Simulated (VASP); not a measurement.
# AlNi (Pm-3m) in VASP: a series of runs, part 2 of 2

VASP 6.6.1.

## (3) Relaxation of cell and atoms, r2SCAN

This run uses another cell than the first one, of 11.69 Å³/atom, 0.996 times its volume.

Contents of POSCAR:

```
AlNi
1.0
    2.8597112900      0.0000000000      0.0000000000
    0.0000000000      2.8597112900      0.0000000000
    0.0000000000      0.0000000000      2.8597112900
Al Ni
1 1
Direct
    0.5000000000      0.5000000000      0.5000000000
    0.0000000000      0.0000000000      0.0000000000
```

Contents of INCAR.step1:

```
SYSTEM = AlNi
PREC = Accurate ; ENCUT = 600
ISMEAR = 0 ; SIGMA = 0.1
LREAL = .FALSE. ; LASPH = .TRUE.
NELM = 80 ; GGA = PE
ALGO = Normal ; EDIFF = 1E-4
LWAVE = .TRUE. ; LCHARG = .FALSE.
```

Contents of INCAR.step2:

```
SYSTEM = AlNi
PREC = Accurate ; ENCUT = 600
EDIFF = 1E-6 ; ISMEAR = 0
SIGMA = 0.1 ; LREAL = .FALSE.
LASPH = .TRUE. ; NELM = 80
ALGO = Normal ; ISIF = 3
LWAVE = .FALSE. ; LCHARG = .FALSE.
METAGGA = R2SCAN ; LMIXTAU = .TRUE.
IBRION = 2 ; NSW = 100
EDIFFG = -0.005 ; ISTART = 1
```

Contents of KPOINTS:

```
Automatic mesh
0
G
  14 14 14
  0 0 0
```

Potentials or basis: VASP PAW PBE potentials, release 64 (Al, Ni).

On the command line:

```console
$ cat potpaw_PBE.64/Al/POTCAR potpaw_PBE.64/Ni/POTCAR > POTCAR
$ cp INCAR.step1 INCAR
$ mpirun -np 1 vasp_std > vasp.out
$ cp INCAR.step2 INCAR
$ mpirun -np 1 vasp_std > vasp.out
```

OUTCAR:

```text
SYSTEM = AlNi
   PREC = Accurate
   ENCUT = 600
   EDIFF = 1E-6
   ISMEAR = 0
   LREAL = .FALSE.
   LASPH = .TRUE.
   NELM = 80
   ISIF = 3
   METAGGA = R2SCAN
   IBRION = 2
   NSW = 100
   EDIFFG = -0.005
   ISTART = 1

 ion  position               nearest neighbor table
   1  0.500  0.500  0.500-   2 2.48   2 2.48   2 2.48   2 2.48   2 2.48   2 2.48   2 2.48   2 2.48

   2  0.000  0.000  0.000-   1 2.48   1 2.48   1 2.48   1 2.48   1 2.48   1 2.48   1 2.48   1 2.48

  LATTYP: Found a simple cubic cell.
 ALAT       =     2.8597112900

  Lattice vectors:

 A1 = (   2.8597112900,   0.0000000000,   0.0000000000)
 A2 = (   0.0000000000,   2.8597112900,   0.0000000000)
 A3 = (   0.0000000000,   0.0000000000,   2.8597112900)

Analysis of symmetry for initial positions (statically):
=====================================================================
 Subroutine PRICEL returns:
 Original cell was already a primitive cell.

 Routine SETGRP: Setting up the symmetry group for a
 simple cubic supercell.

 Subroutine GETGRP returns: Found 48 space group operations
 (whereof 48 operations were pure point group operations)
 out of a pool of 48 trial point group operations.

The static configuration has the point symmetry O_h .

Analysis of symmetry for dynamics (positions and initial velocities):
=====================================================================
 Subroutine PRICEL returns:
 Original cell was already a primitive cell.

 Routine SETGRP: Setting up the symmetry group for a
 simple cubic supercell.

 Subroutine GETGRP returns: Found 48 space group operations
 (whereof 48 operations were pure point group operations)
 out of a pool of 48 trial point group operations.

The dynamic configuration has the point symmetry O_h .

 Subroutine INISYM returns: Found 48 space group operations
 (whereof 48 operations are pure point group operations),
 and found     1 'primitive' translations

----------------------------------------------------------------------------------------

                                     Primitive cell

  volume of cell :      23.3866

  direct lattice vectors                    reciprocal lattice vectors
     2.859711290  0.000000000  0.000000000     0.349685650  0.000000000  0.000000000
     0.000000000  2.859711290  0.000000000     0.000000000  0.349685650  0.000000000
     0.000000000  0.000000000  2.859711290     0.000000000  0.000000000  0.349685650

  length of vectors
     2.859711290  2.859711290  2.859711290     0.349685650  0.349685650  0.349685650

  position of ions in fractional coordinates (direct lattice)
     0.500000000  0.500000000  0.500000000
     0.000000000  0.000000000  0.000000000

  ion indices of the primitive-cell ions
   primitive index   ion index
                 1           1
                 2           2

----------------------------------------------------------------------------------------

 KPOINTS: Automatic mesh

Automatic generation of k-mesh.
 Grid dimensions read from file:
 generate k-points for:   14   14   14

 Generating k-lattice:
[... 45 lines left out ...]
   number of dos      NEDOS =    301   number of ions     NIONS =      2
   total plane-waves  NPLWV =  13824
   dimension x,y,z NGX =    24 NGY =   24 NGZ =   24
   dimension x,y,z NGXF=    48 NGYF=   48 NGZF=   48
   ions per type =               1   1
   NGX,Y,Z   is equivalent  to a cutoff of  13.95, 13.95, 13.95 a.u.
   NGXF,Y,Z  is equivalent  to a cutoff of  27.90, 27.90, 27.90 a.u.
 SYSTEM =  AlNi
   PREC   = accura    normal or accurate (medium, high low for compatibility)
   ISTART =      1    job   : 0-new  1-cont  2-samecut
   ICHARG =      0    charge: 1-file 2-atom 10-const
   ISPIN  =      1    spin polarized calculation?
   LNONCOLLINEAR =      F non collinear calculations
   LSORBIT =      F    spin-orbit coupling
   LASPH  =      T    aspherical Exc in radial PAW
   ENCUT  =  600.0 eV  44.10 Ry    6.64 a.u.   5.71  5.71  5.71*2*pi/ulx,y,z
   NELM   =     80;   NELMIN=  2; NELMDL=  0     # of ELM steps
   EDIFF  = 0.1E-05   stopping-criterion for ELM
   LREAL  =      F    real-space projection
   EDIFFG = -.5E-02   stopping-criterion for IOM
   NSW    =    100    number of steps for IOM
   IBRION =      2    ionic relax: 0-MD 1-quasi-New 2-CG
   NFREE  =      1    steps in history (QN), initial steepest desc. (CG)
   ISIF   =      3    stress and relaxation
   ISYM   =      2    0-nonsym 1-usesym 2-fastsym
   POTIM  = 0.5000    time-step for ionic-motion
   TEBEG  =    0.0;   TEEND  =   0.0 temperature during run
   PSTRESS=    0.0 pullay stress
   NELECT =      13.0000    total number of electrons
   NUPDOWN=      -1.0000    fix difference up-down
   EMIN   =  10.00;   EMAX   =-10.00  energy-range for DOS
   EFERMI =   0.00;   METHOD = LEGACY
   ISMEAR =     0;   SIGMA  =   0.10  broadening in eV -4-tet -1-fermi 0-gaus
   EFERMI_NEDOS =   21; number of points for ismear=-14 and -15
   IALGO  =     38    algorithm
   IMIX   =      4    mixing-type and parameters
     AMIX     =   0.40;   BMIX     =  1.00
     AMIX_MAG =   1.60;   BMIX_MAG =  1.00
  volume/ion in A,a.u.               =      11.69        78.91
  Fermi-wavevector in a.u.,A,eV,Ry     =   1.346068  2.543700 24.652394  1.811900
  Thomas-Fermi vector in A             =   2.473930
   LORBIT       =      0    0 simple, 1 ext, 2 COOP (PROOUT), +10 PAW based schemes
   METAGGA = R2SCAN    functional components
   LHFCALC =     F    Hartree Fock is set to
   AEXX    =    0.0000 exact exchange contribution
   IVDW    =     0    specifies the selected vdW correction
   LEPSILON=     F    determine dielectric tensor
   LRPA    =     F    only Hartree local field effects (RPA)
 conjugate gradient relaxation of ions
 non-spin polarized calculation
 Gauss-broadening in eV      SIGMA  =   0.10
  energy-cutoff  :      600.00
  volume of cell :       23.39
 maximum number of plane-waves:       804
 NGX is ok and might be reduce to    24
   NGX = 11   NGY = 11   NGZ = 11

--------------------------------------- Ionic step        1  -------------------------------------------

 number of electron      13.0000010 magnetization

 Free energy of the ion-electron system (eV)
  ---------------------------------------------------
  ext. energy  EPLUGINS =         0.00000000
  ---------------------------------------------------
  free energy    TOTEN  =       -20.06889502 eV

  energy without entropy =      -20.06380648  energy(sigma->0) =      -20.06635075

------------------------ aborting loop because EDIFF is reached ----------------------------------------

  FORCE on cell =-STRESS in cart. coord.  units (eV):
  Direction    XX          YY          ZZ          XY          YZ          ZX
  --------------------------------------------------------------------------------------
  -------------------------------------------------------------------------------------
  Total        0.0558737      0.0558737      0.0558737      0.0000000      0.0000000     -0.0000000
  in kB        3.8278167      3.8278167      3.8278167      0.0000000      0.0000000     -0.0000000
  external PRESSURE =       3.8278167 kB  Pullay stress =       0.0000000 kB
[... 59 lines left out ...]
--------------------------------------- Ionic step        3  -------------------------------------------

 number of electron      13.0000011 magnetization

 Free energy of the ion-electron system (eV)
  ---------------------------------------------------
  ext. energy  EPLUGINS =         0.00000000
  ---------------------------------------------------
  free energy    TOTEN  =       -20.06894891 eV

  energy without entropy =      -20.06385453  energy(sigma->0) =      -20.06640172

 E-fermi :  10.1265     XC(G=0): -13.1200

 val. band max:       10.1136079620   @ k =   0.5000   0.5000   0.2857
 cond. band min:      10.1319121428   @ k =   0.3571   0.2143   0.0714
 fundamental gap:      0.0183041808
 Fermi energy:        10.1264794751

 k-point     1 :       0.0000    0.0000    0.0000
  band No.  band energies     occupation
      1      -1.7114      2.00000
      2       6.7108      2.00000
      3       6.7108      2.00000
      4       8.5108      2.00000
      5       8.5108      2.00000
      6       8.5108      2.00000
      7      16.1396      0.00000
      8      16.1396      0.00000
      9      16.1396      0.00000
     10      18.6182      0.00000
[... 287 lines left out ...]
 k-point    24 :       0.3571    0.2143    0.0000
  band No.  band energies     occupation
      1       1.5312      2.00000
      2       5.6270      2.00000
      3       7.1114      2.00000
      4       7.6878      2.00000
      5       7.9490      2.00000
      6       8.3057      2.00000
      7      10.0664      1.60459
      8      14.2024      0.00000
      9      18.4810      0.00000
     10      20.0104      0.00000

 [... further k-points ...]
[... 5 lines left out ...]
  --------------------------------------------------------------------------------------
  -------------------------------------------------------------------------------------
  Total       -0.0031818     -0.0031818     -0.0031818      0.0000000      0.0000000     -0.0000000
  in kB       -0.2175427     -0.2175427     -0.2175427      0.0000000      0.0000000     -0.0000000
  external PRESSURE =      -0.2175427 kB  Pullay stress =       0.0000000 kB
[... 17 lines left out ...]
  FREE ENERGIE OF THE ION-ELECTRON SYSTEM (eV)
  ---------------------------------------------------
  free  energy   TOTEN  =       -20.0689489080 eV

  energy  without entropy=      -20.0638545338  energy(sigma->0) =      -20.06640172

 reached required accuracy - stopping structural energy minimisation
```

It took 1.7 min on 1 thread of Intel Xeon Platinum 8488C (Sapphire Rapids), shared host; peak memory 0.18 GiB.

What came out:

| Item | Value |
| --- | --- |
| Free energy | -20.0689 eV |
| Relaxed volume | 11.72 Å³/atom |
| Relaxed cell | a = 2.862 Å, b = 2.862 Å, c = 2.862 Å, α = 90.00°, β = 90.00°, γ = 90.00° |
| Space group after relaxing (to 0.05 Å) | Pm-3m (No. 221) |
| Energy gained by relaxing | 0.0 meV/atom |
| Ionic steps | 3 |
| Pressure after relaxing | 0.0 GPa |

Final structure:
```yaml
crystal:
  lattice:
    - [2.86163, 0.00000, 0.00000]
    - [0.00000, 2.86163, 0.00000]
    - [0.00000, 0.00000, 2.86163]
  atoms:
    - { symbol: Al, position: [0.50000, 0.50000, 0.50000] }
    - { symbol: Ni, position: [0.00000, 0.00000, 0.00000] }
```

Caveat: the PAW data sets were made with another functional, which shifts forces and pressure a little. Spin polarisation is off, so any magnetic state and its effect on volume and gap are missing.

## (4) Single point, r2SCAN

This run uses another cell than the first one, of 11.69 Å³/atom, 0.996 times its volume.

POSCAR is that of step 3.

Contents of INCAR.step1:

```
SYSTEM = AlNi
PREC = Accurate ; ENCUT = 660
ISMEAR = 0 ; SIGMA = 0.1
LREAL = .FALSE. ; LASPH = .TRUE.
NELM = 120 ; NBANDS = 14
GGA = PE ; ALGO = Normal
EDIFF = 1E-5 ; LWAVE = .TRUE.
LCHARG = .FALSE. ; GGA_COMPAT = .FALSE.
```

Contents of INCAR.step2:

```
SYSTEM = AlNi
PREC = Accurate ; ENCUT = 660
EDIFF = 1E-6 ; ISMEAR = 0
SIGMA = 0.1 ; LREAL = .FALSE.
LASPH = .TRUE. ; NELM = 120
ALGO = Normal ; ISIF = 2
LWAVE = .FALSE. ; LCHARG = .FALSE.
METAGGA = R2SCAN ; LMIXTAU = .TRUE.
NBANDS = 14 ; ISTART = 1
GGA_COMPAT = .FALSE.
```

Contents of KPOINTS:

```
Automatic mesh
0
G
  6 6 6
  0 0 0
```

On the command line:

```console
$ cat potpaw_PBE.64/Al/POTCAR potpaw_PBE.64/Ni/POTCAR > POTCAR
$ cp INCAR.step1 INCAR
$ mpirun -np 1 vasp_std > vasp.out
$ cp INCAR.step2 INCAR
$ mpirun -np 1 vasp_std > vasp.out
```

Wall time 31 s (1 thread of AMD EPYC 7R43 (Zen 3), shared host); peak memory 0.11 GiB.

Results (log left out):

* Free energy: -20.0402 eV
* Pressure: 0.7 GPa

Levels at points of the mesh, in eV from the Fermi level:
```tsv
k point	band 5	band 6	band 7	band 8	band 9	band 10
(0.00, 0.00, 0.00)	-1.74	-1.74	5.92	5.92	5.92	8.39
(0.50, 0.00, 0.00)	-2.49	-1.65	-0.75	8.60	10.60	10.60
(0.50, 0.50, 0.00)	-2.31	-2.31	-1.15	1.55	2.73	13.48
(0.50, 0.50, 0.50)	-1.12	1.94	1.94	1.94	4.61	4.65
```

Caveat: the k points lie up to 0.37 Å⁻¹ apart; the PAW data sets were made with another functional, which shifts forces and pressure a little. Spin polarisation is off, so any magnetic state and its effect on volume and gap are missing.

## (5) Summary

```tsv
task	cell	k mesh	cutoff (eV)	gap on the mesh (eV)	pressure (GPa)
single point	a = 2.863 Å, 2 atoms	14 × 14 × 14	520	none	-0.2
relaxation of cell and atoms	relaxed from a = 2.860 Å, 2 atoms	14 × 14 × 14	600	none	0.0
single point	a = 2.860 Å, 2 atoms	6 × 6 × 6	660	none	0.7
```

Alike in all rows: level r2SCAN; potentials or basis VASP PAW PBE potentials, release 64 (Al, Ni); no spin polarisation; smearing gaussian 0.1 eV.

Caveats: some runs use coarse meshes; the PAW data sets were made with another functional, which shifts forces and pressure a little.

Total energies depend on the potentials used, so only differences within one code and one set of settings carry meaning.
